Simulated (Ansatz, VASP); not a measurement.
# Sn2As in VASP and in Ansatz

```
Sn As
1.0
     6.45146    0.00000    0.00000
    -3.22573    5.58713    0.00000
     0.00000    0.00000    6.00405
Sn As
6 3
Direct
  0.33305 0.00000 0.24910
  0.00000 0.33305 0.24910
  0.66695 0.66695 0.24910
  0.00000 0.66695 0.75090
  0.66695 0.00000 0.75090
  0.33305 0.33305 0.75090
  0.33333 0.66667 0.50000
  0.66667 0.33333 0.50000
  0.00000 0.00000 0.00000
```

Alike in both runs: task relaxation of cell and atoms; functional PBE; k mesh 3 × 3 × 4; occupations gaussian, width 0.1 eV; no spin polarisation.

|  | VASP | Ansatz |
| --- | --- | --- |
| version | VASP 6.6.1 | Ansatz 0.2.0 |
| potentials or method | VASP PAW PBE potentials, release 64 (Sn_d, As), cutoff 600 eV | scalar-relativistic, plane waves, PAW |
| valence electrons in the cell | 99 | 129 |

Ansatz gave:

| Quantity | Value |
| --- | --- |
| gap on the k mesh at the Fermi level, each at its own relaxed structure (eV) | none |
| relaxed volume (Å³/atom) | 29.33 |
| relaxed length of the cell vector where the two differ most in proportion (Å) | 7.228 |

Task: Which values does VASP return?

Result: gap on the k mesh at the Fermi level, each at its own relaxed structure (eV): none; relaxed volume (Å³/atom): 29.52; relaxed length of the cell vector where the two differ most in proportion (Å): 7.269.

A gap of «none» marks a metal or a gap that the smearing closes. VASP's potentials hold 99 valence electrons a cell and Ansatz's 129, so a difference there can come from the potentials and not from the codes.

The k mesh is coarse, so the values compare programs but aren't converged. Noted on VASP's run: the volume moved by over 15 % at a fixed basis, so the end points are rough.
